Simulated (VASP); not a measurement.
Wanted: the native input for a VASP 6.6.1 run.

```yaml
Task: single point
Functional: PBE
Potentials_or_basis: VASP PAW PBE potentials, release 64 (Na_pv, F)
Cutoff: 520 eV
k_mesh: 1 × 1 × 15
Occupations: gaussian, width 0.05 eV
Spin: collinear spin, ferromagnetic start
Starting_moments: "[0.5, 0.5, 0.5, 0.5] μB"
Dipole_correction: no
Further_INCAR_settings: ALGO = Normal; EDIFF = 1e-06; NBANDS = 26
```

The structure of NaF lies in POSCAR:

```
NaF
1.0
   11.2000000000      0.0000000000      0.0000000000
    0.0000000000      9.3000000000      0.0000000000
    0.0000000000      0.0000000000      4.2295389033
Na F
2 2
Direct
    0.4008701820      0.5000000000      0.0000000000
    0.5991298180      0.5000000000      0.5000000000
    0.4008701820      0.5000000000      0.5000000000
    0.5991298180      0.5000000000      0.0000000000
```

The input as run:

INCAR

```
SYSTEM = NaF
  ALGO = Normal
  EDIFF = 1E-6
  ENCUT = 520
  GGA = PE
  ISIF = 2
  ISMEAR = 0
  ISPIN = 2
  LASPH = .True.
  LCHARG = .False.
  LORBIT = 11
  LREAL = .False.
  LWAVE = .False.
  MAGMOM = 0.5 0.5 0.5 0.5
  NBANDS = 26
  NELM = 150
  PREC = Accurate
  SIGMA = 0.05
```

KPOINTS

```
k-points
0
Gamma
  1 1 15
  0 0 0
```

Potentials or basis: VASP PAW PBE potentials, release 64 (Na_pv, F).

Run with:

```bash
$ cat potpaw_PBE.64/Na_pv/POTCAR potpaw_PBE.64/F/POTCAR > POTCAR
$ mpirun -np 1 vasp_std > vasp.out
```

It gave:

The largest force is 0.186 eV/Å and the band gap on the k mesh is 5.28 eV, direct. The net moment is 0.00 μB per cell. The valence electrons inside the program's atomic spheres are Na 6.04; F 6.10.

Run time: 8.1 min on 1 thread of Oxide Virtual Turin-like Processor (shared host), peak memory 0.62 GiB.
